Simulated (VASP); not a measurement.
Here is a VASP 6.6.1 calculation.

File POSCAR:

```
SiO2
1.0
    0.0000000000      3.6632475126      3.6632475126
    3.6632475126      0.0000000000      3.6632475126
    3.6632475126      3.6632475126      0.0000000000
Si O
2 4
Direct
    0.5000000000      0.5000000000      0.5000000000
    0.7500000000      0.7500000000      0.7500000000
    0.6250000000      0.6250000000      0.6250000000
    0.1250000000      0.6250000000      0.6250000000
    0.6250000000      0.6250000000      0.1250000000
    0.6250000000      0.1250000000      0.6250000000
```

The input INCAR.step1:

```
PREC = Accurate
ENCUT = 520
ISMEAR = 0
SIGMA = 0.02
LREAL = False
LASPH = True
NELM = 100
NBANDS = 25
GGA = PE
ALGO = Normal
EDIFF = 1E-4
LWAVE = True
LCHARG = False
```

The input INCAR.step2:

```
PREC = Accurate
ENCUT = 520
EDIFF = 1E-6
ISMEAR = 0
SIGMA = 0.02
LREAL = False
LASPH = True
NELM = 100
ALGO = Normal
ISIF = 2
LWAVE = False
LCHARG = False
METAGGA = R2SCAN
LMIXTAU = True
NBANDS = 25
ISTART = 1
```

The input KPOINTS:

```
Automatic mesh
0
Gamma
  6 6 6
```

Potentials or basis: VASP PAW PBE potentials, release 64 (Si, O).

Run with:

```bash
$ cat potpaw_PBE.64/Si/POTCAR potpaw_PBE.64/O/POTCAR > POTCAR
$ cp INCAR.step1 INCAR
$ mpirun -np 1 vasp_std > vasp.out
$ cp INCAR.step2 INCAR
$ mpirun -np 1 vasp_std > vasp.out
```

**Question.** Predict the band gap on the k mesh.

**Answer.** 6.10 eV (least direct gap 6.10 eV).

**Question.** Estimate the pressure.

**Answer.** 5.2 GPa.

Caveat: the cell stands under pressure; the PAW data sets were made with another functional, which shifts forces and pressure a little. r2SCAN opens gaps a little over a GGA but as a rule still falls short of measured ones.
